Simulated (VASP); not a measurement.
# In2SnTe2 (P6mm) in VASP: notebook, part 2 of 2

VASP 6.6.1.

### Step 4. Relaxation of cell and atoms, PBE

The input, INCAR:

```
SYSTEM = In2SnTe2
  ALGO = Fast
  EDIFF = 1E-6
  EDIFFG = -0.04
  ENCUT = 600
  GGA = PE
  IBRION = 2
  ISIF = 3
  ISMEAR = 0
  LASPH = .True.
  LCHARG = .False.
  LREAL = .False.
  LWAVE = .False.
  NELM = 60
  NSW = 90
  PREC = Accurate
  SIGMA = 0.1
```

The input, KPOINTS:

```
k-points
0
Gamma
  6 6 4
  0 0 0
```

The input, POSCAR:

```
In2SnTe2
1.0
    5.3903380990      0.0000000000      0.0000000000
   -2.6951690495      4.6681697287      0.0000000000
    0.0000000000      0.0000000000      6.5390236585
In Sn Te
2 1 2
Direct
    0.3333333333      0.6666666667      0.4356633583
    0.6666666667      0.3333333333      0.4356633583
    0.0000000000      0.0000000000      0.2006153152
    0.3333333333      0.6666666667      0.9318295591
    0.6666666667      0.3333333333      0.9318295591
```

Potentials or basis: VASP PAW PBE potentials, release 64 (In_d, Sn_d, Te).

Run with:

```bash
> cat potpaw_PBE.64/In_d/POTCAR potpaw_PBE.64/Sn_d/POTCAR potpaw_PBE.64/Te/POTCAR > POTCAR
> mpirun -np 1 vasp_std > vasp.out
```

OUTCAR:

```text
SYSTEM = In2SnTe2
   EDIFF = 1E-6
   EDIFFG = -0.04
   ENCUT = 600
   GGA = PE
   IBRION = 2
   ISIF = 3
   ISMEAR = 0
   LASPH = .True.
   LREAL = .False.
   NELM = 60
   NSW = 90
   PREC = Accurate

 ion  position               nearest neighbor table
   1  0.333  0.667  0.436-   2 3.11   2 3.11   2 3.11   4 3.24   4 3.29   3 3.47   3 3.47   3 3.47

   2  0.667  0.333  0.436-   1 3.11   1 3.11   1 3.11   5 3.24   5 3.29   3 3.47   3 3.47   3 3.47

   3  0.000  0.000  0.201-   1 3.47   2 3.47   1 3.47   2 3.47   2 3.47   1 3.47   4 3.57   5 3.57
                             5 3.57   4 3.57   5 3.57   4 3.57
   4  0.333  0.667  0.932-   5 3.11   5 3.11   5 3.11   1 3.24   1 3.29   3 3.57   3 3.57   3 3.57

   5  0.667  0.333  0.932-   4 3.11   4 3.11   4 3.11   2 3.24   2 3.29   3 3.57   3 3.57   3 3.57

  LATTYP: Found a hexagonal cell.
 ALAT       =     5.3903380990
 C/A-ratio  =     1.2131008368

  Lattice vectors:

 A1 = (   5.3903380990,   0.0000000000,   0.0000000000)
 A2 = (  -2.6951690495,   4.6681697287,   0.0000000000)
 A3 = (   0.0000000000,   0.0000000000,   6.5390236585)

Analysis of symmetry for initial positions (statically):
[... 178 lines left out ...]
  energy without entropy =      -14.79354868  energy(sigma->0) =      -14.80504989

------------------------ aborting loop because EDIFF is reached ----------------------------------------

  FORCE on cell =-STRESS in cart. coord.  units (eV):
  Direction    XX          YY          ZZ          XY          YZ          ZX
  --------------------------------------------------------------------------------------
  -------------------------------------------------------------------------------------
  Total        0.0549984      0.0549984     -1.5046423      0.0000000      0.0000000      0.0000000
  in kB        0.5355315      0.5355315    -14.6510351      0.0000000      0.0000000      0.0000000
  external PRESSURE =      -4.5266573 kB  Pullay stress =       0.0000000 kB
[... 98 lines left out ...]
  FREE ENERGIE OF THE ION-ELECTRON SYSTEM (eV)
  ---------------------------------------------------
  free  energy   TOTEN  =       -14.8365922353 eV

  energy  without entropy=      -14.8157753942  energy(sigma->0) =      -14.82618381

[... ionic steps 4 to 10 ...]

--------------------------------------- Ionic step       11  -------------------------------------------

 number of electron      52.0000008 magnetization

------------------------ aborting loop because EDIFF is reached ----------------------------------------
[... 73 lines left out ...]
--------------------------------------- Ionic step       13  -------------------------------------------

 number of electron      52.0000005 magnetization

 Free energy of the ion-electron system (eV)
  ---------------------------------------------------
  ext. energy  EPLUGINS =         0.00000000
  ---------------------------------------------------
  free energy    TOTEN  =       -14.84096205 eV

  energy without entropy =      -14.82306333  energy(sigma->0) =      -14.83201269

 E-fermi :   5.9167     XC(G=0):  -9.2358

 val. band max:        5.8760410485   @ k =   0.0000   0.0000   0.5000
 cond. band min:       5.9442834912   @ k =   0.1667   0.1667   0.0000
 fundamental gap:      0.0682424426
 Fermi energy:         5.9167295554

 k-point     1 :       0.0000    0.0000    0.0000
  band No.  band energies     occupation
      1     -15.6450      2.00000
      2     -15.6363      2.00000
      3     -15.6363      2.00000
      4     -15.6179      2.00000
      5     -15.6179      2.00000
      6      -8.6753      2.00000
[... 735 lines left out ...]
  FREE ENERGIE OF THE ION-ELECTRON SYSTEM (eV)
  ---------------------------------------------------
  free  energy   TOTEN  =       -14.8409620468 eV

  energy  without entropy=      -14.8230633311  energy(sigma->0) =      -14.83201269

 reached required accuracy - stopping structural energy minimisation
```

CONTCAR:

```text
In2SnTe2
   1.00000000000000
     5.4172831004996018   -0.0000000000000001    0.0000000000000000
    -2.7086415502498009    4.6915047845033495   -0.0000000000000000
    -0.0000000000000000   -0.0000000000000000    6.3341184351220541
  In              Sn              Te
     2     1     2
Direct
     0.3333333332999970    0.6666666667000030    0.4318450945582829
     0.6666666667000030    0.3333333332999970    0.4318450945582829
     0.0000000000000000    0.0000000000000000    0.2116400131550538
     0.3333333332999970    0.6666666667000030    0.9301354738641884
     0.6666666667000030    0.3333333332999970    0.9301354738641884

  0.00000000E+00  0.00000000E+00  0.00000000E+00
  0.00000000E+00  0.00000000E+00  0.00000000E+00
  0.00000000E+00  0.00000000E+00  0.00000000E+00
  0.00000000E+00  0.00000000E+00  0.00000000E+00
  0.00000000E+00  0.00000000E+00  0.00000000E+00
```

Run time: 15 min. Hardware: 1 thread of Intel Xeon 6975P-C (Granite Rapids), shared host; peak memory 0.47 GiB.

What came out:

```
Free energy                           : -14.8410 eV
Relaxed volume                        : 32.20 Å³/atom
Relaxed cell                          : a = 5.417 Å, b = 5.417 Å, c = 6.334 Å, α = 90.00°, β = 90.00°, γ = 120.00°
Space group after relaxing (to 0.1 Å) : P6mm (No. 183)
Energy gained by relaxing             : 4.9 meV/atom
Ionic steps                           : 13
Pressure after relaxing               : 0.0 GPa
Largest force after relaxing          : 0.018 eV/Å
Band gap on the k mesh                : zero (bands 26 and 27 overlap by 0.47 eV)
```

Forces on the atoms (eV/Å):
```
In   0.000  0.000  0.013
In   0.000  0.000  0.013
Sn   0.000  0.000  0.012
Te   0.000  0.000 -0.018
Te   0.000  0.000 -0.018
```

Step by step:
| step | energy change (eV) | largest force (eV/Å) | pressure (GPa) | volume (Å³) |
| --- | --- | --- | --- | --- |
| 1 | 0.0000 | 0.0241 | -0.45 | 164.54 |
| 2 | -0.0163 | 0.0309 | -0.09 | 162.32 |
| 3 | -0.0200 | 0.0565 | 0.14 | 161.02 |
| 4 | -0.0202 | 0.0631 | 0.19 | 160.66 |
| 5 | -0.0214 | 0.0606 | -0.01 | 161.50 |
| 6 | -0.0214 | 0.0573 | -0.04 | 161.57 |
| 7 | -0.0217 | 0.0579 | -0.08 | 161.50 |
| 8 | -0.0224 | 0.0491 | -0.02 | 161.30 |
| 9 | -0.0234 | 0.0402 | 0.06 | 160.89 |
| 10 | -0.0230 | 0.0332 | 0.16 | 160.08 |
| 11 | -0.0236 | 0.0328 | 0.11 | 160.59 |
| 12 | -0.0239 | 0.0249 | 0.08 | 160.69 |
| 13 | -0.0244 | 0.0183 | -0.02 | 160.98 |

Final structure:
```
In Sn Te
1.0
     5.41728    0.00000    0.00000
    -2.70864    4.69150    0.00000
     0.00000    0.00000    6.33412
In Sn Te
2 1 2
Direct
  0.33333 0.66667 0.43185
  0.66667 0.33333 0.43185
  0.00000 0.00000 0.21164
  0.33333 0.66667 0.93014
  0.66667 0.33333 0.93014
```

Caveat: spin-orbit coupling is left out, which moves the levels of the heavy elements.

### Step 5. Summary

```csv
task,cell,k mesh,cutoff (eV),gap on the mesh (eV),pressure (GPa),largest force (eV/Å)
single point,"a = 5.390, b = 5.390, c = 6.539 Å, angles 90.0, 90.0, 120.0°, 5 atoms, atomic positions A",6 × 6 × 2,520,none,-0.2,0.02
single point,"a = 4.820, b = 4.820, c = 8.716 Å, angles 90.0, 90.0, 120.0°, 5 atoms, atomic positions B",6 × 6 × 2,520,none,6.7,2.44
relaxation of cell and atoms,"relaxed from a = 5.390, b = 5.390, c = 6.539 Å, angles 90.0, 90.0, 120.0°, 5 atoms, atomic positions A",6 × 6 × 4,600,none,0.0,0.02
```

Alike in all rows: level PBE; potentials or basis VASP PAW PBE potentials, release 64 (In_d, Sn_d, Te); no spin polarisation; smearing gaussian 0.1 eV.

Caveats: some runs use coarse meshes; spin-orbit coupling is left out, which moves the levels of the heavy elements; forces of over 1 eV/Å act on the atoms, so gaps and moduli don't describe the material at rest (at least some runs).

Total energies depend on the potentials used, so only differences within one code and one set of settings carry meaning.

The gap in the log of VASP goes by the Fermi energy; the results here count the filled bands.